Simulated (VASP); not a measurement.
Write the native input for VASP 6.6.1 that does the following.

```yaml
Task: single point
Functional: LDA
Potentials_or_basis: VASP PAW LDA potentials, release 64 (Cu_sv_GW)
Cutoff: 820 eV
k_mesh: 15 × 15 × 15
Occupations: methfessel-paxton, width 1 eV
Spin: no spin polarisation
Dipole_correction: no
Further_INCAR_settings: ALGO = Normal; EDIFF = 1e-06; NBANDS = 16
```

The structure of Cu lies in POSCAR:

```
Cu
1.0
    0.0000000000      1.7588202533      1.7588202533
    1.7588202533      0.0000000000      1.7588202533
    1.7588202533      1.7588202533      0.0000000000
Cu
1
Direct
    0.0000000000      0.0000000000      0.0000000000
```

These files were run (other wordings do the same):

INCAR

```
SYSTEM = Cu
ALGO = Normal
EDIFF = 1E-6
ENCUT = 820
GGA = CA
GGA_COMPAT = .False.
ISIF = 2
ISMEAR = 1
LASPH = .True.
LCHARG = .False.
LREAL = .False.
LWAVE = .False.
NBANDS = 16
NELM = 120
PREC = Accurate
SIGMA = 1.0
```

KPOINTS

```
k-points
0
Gamma
  15 15 15
  0 0 0
```

Potentials or basis: VASP PAW LDA potentials, release 64 (Cu_sv_GW).

Run with:

```console
$ cat potpaw_LDA.64/Cu_sv_GW/POTCAR > POTCAR
$ mpirun -np 1 vasp_std > vasp.out
```

It gave:

The pressure is -1.8 GPa and the band gap on the k mesh is zero (an odd number of electrons rules out a gap without spin polarisation).

Caveat: so wide a smearing shifts energies and pressures.

It took 14 s on 1 thread of Intel(R) Xeon(R) 6975P-C (Granite Rapids), with other jobs on the host, peak memory 0.17 GiB.
